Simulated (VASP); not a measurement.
Wanted: the native input for a VASP 6.6.1 run.

```yaml
Task: single point
Functional: PBEsol
Potentials_or_basis: VASP PAW PBE potentials, release 64 (Ge_d)
Cutoff: 520 eV
k_mesh: 18 × 18 × 18
Occupations: gaussian, width 0.1 eV
Spin: no spin polarisation
Dipole_correction: no
Further_INCAR_settings: ALGO = Normal; EDIFF = 1e-07; NBANDS = 28
```

The structure of Ge lies in POSCAR:

```
Ge
1.0
    1.4851497413      0.8574516029      7.2409821803
   -1.4851497413      0.8574516029      7.2409821803
    0.0000000000     -1.7149032059      7.2409821803
Ge
3
Direct
    0.0000000000      0.0000000000      0.0000000000
    0.2231656783      0.2231656783      0.2231656783
    0.7768343217      0.7768343217      0.7768343217
```

The input as run:

INCAR

```
PREC = Accurate
ENCUT = 520
EDIFF = 1E-7
ISMEAR = 0
SIGMA = 0.1
LREAL = False
LASPH = True
NELM = 80
ALGO = Normal
ISIF = 2
LWAVE = False
LCHARG = True
GGA = PS
LELF = True
LVHAR = True
NBANDS = 28
```

KPOINTS

```
Automatic mesh
0
Gamma
  18 18 18
```

Potentials or basis: VASP PAW PBE potentials, release 64 (Ge_d).

Launch:

```sh
$ cat potpaw_PBE.64/Ge_d/POTCAR > POTCAR
$ mpirun -np 1 vasp_std > vasp.out
```

It gave:

| Item | Value |
| --- | --- |
| Pressure | 0.7 GPa |
| Band gap on the k mesh | zero (bands 21 and 22 overlap by 9.85 eV) |

Caveat: the PAW data sets were made with another functional, which shifts forces and pressure a little.

It took 100 min on 1 thread of Intel(R) Xeon(R) Platinum 8559C (Emerald Rapids), on a shared host, peak memory 0.91 GiB.
